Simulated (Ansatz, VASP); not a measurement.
# AlN in VASP and in Ansatz

```xyz
2
Lattice="0.0000 2.2013 2.2013 2.2013 0.0000 2.2013 2.2013 2.2013 0.0000" Properties=species:S:1:pos:R:3 pbc="T T T"
Al    0.0504    0.0000    0.0252
N     3.2049    3.3019    3.2534
```

Change from the starting cell: mode 4 frozen in at -0.097 Å and mode 5 at -0.049 Å (largest displacements).

Alike in both runs: task single point; functional PBE; k mesh 10 × 10 × 10; occupations gaussian, width 0.05 eV; no spin polarisation.

|  | VASP | Ansatz |
| --- | --- | --- |
| version | VASP 6.6.1 | Ansatz 0.2.0 |
| potentials or method | VASP PAW PBE potentials, release 64 (Al, N), cutoff 520 eV | scalar-relativistic, plane waves, PAW |
| valence electrons in the cell | 8 | 8 |

```tsv
	VASP	Ansatz	Ansatz less VASP
gap on the k mesh at the Fermi level (eV)	2.88	2.89	+0.008
least direct gap on the mesh (eV)	3.53	3.53	-0.008
pressure (GPa)	3.0	3.2	+0.17
traceless stress, the component that is largest in VASP (GPa)	-9.46	-9.43	+0.030
rms of the force components (eV/Å)	1.382	1.379	-0.0030
```

Atom by atom the forces differ by 0.003 eV/Å (rms over components). With one functional, cell and mesh, what is left measures potentials, basis and numerics.
